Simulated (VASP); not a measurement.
Here is a VASP 6.6.1 calculation.

Contents of INCAR:

```
ALGO = Normal
DIPOL = 0.5 0.5 0.271
EDIFF = 1E-6
ENCUT = 520
GGA = PE
IDIPOL = 3
ISIF = 2
ISMEAR = 0
IVDW = 12
LASPH = True
LCHARG = True
LDIPOL = True
LELF = True
LREAL = False
LVACPOTAV = True
LVHAR = True
LWAVE = False
NBANDS = 25
NELM = 100
PREC = Accurate
SIGMA = 0.1
```

Contents of KPOINTS:

```
k-points
0
Gamma
  6 6 1
```

File POSCAR:

```
MgI2
1.0
    4.1291190000      0.0000000000      0.0000000000
   -2.0645590000      3.5759220000      0.0000000000
    0.0000000000      0.0000000000     44.2065080000
Mg I
2 4
Direct
    0.0000000000      0.0000000000      0.1937110000
    0.3333330000      0.6666670000      0.3491960000
    0.3333330000      0.6666670000      0.2316590000
    0.6666670000      0.3333330000      0.1556770000
    0.6666670000      0.3333330000      0.3872300000
    0.0000000000      0.0000000000      0.3112470000
```

Potentials or basis: VASP PAW PBE potentials, release 64 (Mg, I).

Run with:

```sh
$ cat potpaw_PBE.64/Mg/POTCAR potpaw_PBE.64/I/POTCAR > POTCAR
$ mpirun -np 1 vasp_std > vasp.out
```

What does it give for the largest force?

0.011 eV/Å.

What does it give for the dispersion energy per atom?

-0.273 eV.

Estimate the ionisation potential of the upper face.

6.33 eV.

Predict the band gap on the k mesh.

3.44 eV, indirect (least direct gap 3.88 eV).

Forces in eV/Å, atoms in the order of the input:
```
Mg   0.000  0.000 -0.002
Mg   0.000  0.000  0.002
I    0.000  0.000 -0.008
I    0.000  0.000  0.011
I    0.000  0.000 -0.011
I    0.000  0.000  0.008
```

Caveat: spin-orbit coupling is left out, which moves the levels of the heavy elements.
